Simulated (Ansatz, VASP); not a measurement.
# Two plane-wave programs on LiTlS2

File POSCAR:

```
LiTlS2
1.0
    4.0667718546      0.0000000000      0.0000000000
    0.0000000000      4.0667718546      0.0000000000
    0.0000000000      0.0000000000      5.7187778110
Li S Tl
1 2 1
Direct
    0.0000000000      0.0000000000      0.0000000000
    0.0000000000      0.5000000000      0.2309016903
    0.5000000000      0.0000000000      0.7690983097
    0.5000000000      0.5000000000      0.5000000000
```

Contents of INCAR.step1:

```
SYSTEM = LiTlS2
PREC = Accurate
ENCUT = 520
ISMEAR = 0
SIGMA = 0.01
LREAL = .FALSE.
LASPH = .TRUE.
NELM = 60
NBANDS = 22
GGA = PE
ALGO = Normal
EDIFF = 1E-4
LWAVE = .TRUE.
LCHARG = .FALSE.
```

File INCAR.step2:

```
SYSTEM = LiTlS2
PREC = Accurate
ENCUT = 520
EDIFF = 1E-7
ISMEAR = 0
SIGMA = 0.01
LREAL = .FALSE.
LASPH = .TRUE.
NELM = 60
ALGO = Normal
ISIF = 2
LWAVE = .FALSE.
LCHARG = .FALSE.
METAGGA = R2SCAN
LMIXTAU = .TRUE.
NBANDS = 22
ISTART = 1
```

Contents of KPOINTS:

```
Automatic mesh
0
G
  6 6 4
  0 0 0
```

Input for Ansatz:

```yaml
crystal:
  lattice:
    - [4.0667718546, 0.0, 0.0]
    - [0.0, 4.0667718546, 0.0]
    - [0.0, 0.0, 5.718777811]
  atoms:
    - { symbol: Li, position: [0.0, 0.0, 0.0] }
    - { symbol: S, position: [0.0, 0.5, 0.2309016903] }
    - { symbol: Tl, position: [0.5, 0.5, 0.5] }
    - { symbol: S, position: [0.5, 0.0, 0.7690983097] }
kpoints:
  mp_grid: { grid: [6, 6, 4] }
hamiltonian:
  xc: r2scan
scf:
  occupations: { method: fixed }
output:
  optics:
    e_range: [0, 12]
    de: 0.05
    sigma: 0.1
    bands: { spectra_wanted_up_to: 12 }
```

Alike in both runs: task single point; functional r2SCAN; k mesh 6 × 6 × 4; no spin polarisation.

|  | VASP | Ansatz |
| --- | --- | --- |
| version | VASP 6.6.1 | Ansatz 0.2.0 |
| potentials or method | VASP PAW PBE potentials, release 64 (Li_sv, S, Tl_d) | plane waves, PAW |
| plane-wave cutoff (eV) | 520 | 500 |
| occupations | gaussian, width 0.01 eV | fixed |
| valence electrons in the cell | 28 | 28 |

```csv
,VASP,Ansatz,Ansatz less VASP
gap on the k mesh at the Fermi level (eV),1.22,1.20,-0.017
```

VASP's potentials were made for PBE, not for r2SCAN.

Neither program's run includes spin-orbit coupling. Noted on VASP's run: the cutoff is under 1.25 times that of the potentials, so the pressure is a little rough.
